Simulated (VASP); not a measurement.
Here is a VASP 6.6.1 calculation.

Contents of POSCAR:

```
CdO2
1.0
    3.4762300000      0.0000000000      0.0000000000
   -1.7381150000      3.0105034894      0.0000000000
    0.0000000000      0.0000000000      4.1480760000
Cd O
1 2
Direct
    0.0000000000      0.0000000000      0.0000000000
    0.6666666667      0.3333333333      0.7557810000
    0.3333333333      0.6666666667      0.2442190000
```

INCAR.step1

```
PREC = Accurate
ENCUT = 600
ISMEAR = -1
SIGMA = 0.1
LREAL = False
LASPH = True
NELM = 100
GGA = PE
ALGO = Normal
EDIFF = 1E-4
LWAVE = True
LCHARG = False
```

File INCAR.step2:

```
PREC = Accurate
ENCUT = 600
EDIFF = 1E-7
ISMEAR = -1
SIGMA = 0.1
LREAL = False
LASPH = True
NELM = 100
ALGO = Normal
ISIF = 3
LWAVE = False
LCHARG = False
METAGGA = R2SCAN
LMIXTAU = True
IBRION = 2
NSW = 80
EDIFFG = -0.005
PSTRESS = 20.0
ISTART = 1
```

The input KPOINTS:

```
regular mesh
0
Gamma
  9 9 6
```

Potentials or basis: VASP PAW PBE potentials, release 64 (Cd, O).

Run with:

```sh
$ cat potpaw_PBE.64/Cd/POTCAR potpaw_PBE.64/O/POTCAR > POTCAR
$ cp INCAR.step1 INCAR
$ mpirun -np 1 vasp_std > vasp.out
$ cp INCAR.step2 INCAR
$ mpirun -np 1 vasp_std > vasp.out
```

(1) Predict the relaxed cell.

(2) What does it give for the relaxed volume?

(3) Predict the space group after relaxing (to 0.1 Å).

## Answers

(1) a = 3.384 Å, b = 3.384 Å, c = 3.569 Å, α = 90.00°, β = 90.00°, γ = 120.00°.

(2) 11.80 Å³/atom.

(3) P-3m1 (No. 164).

Caveat: the cell is relaxed towards a set pressure, so the run minimises the enthalpy, not the energy; the volume moved by over 15 % at a fixed basis, so the end points are rough; the PAW data sets were made with another functional, which shifts forces and pressure a little.
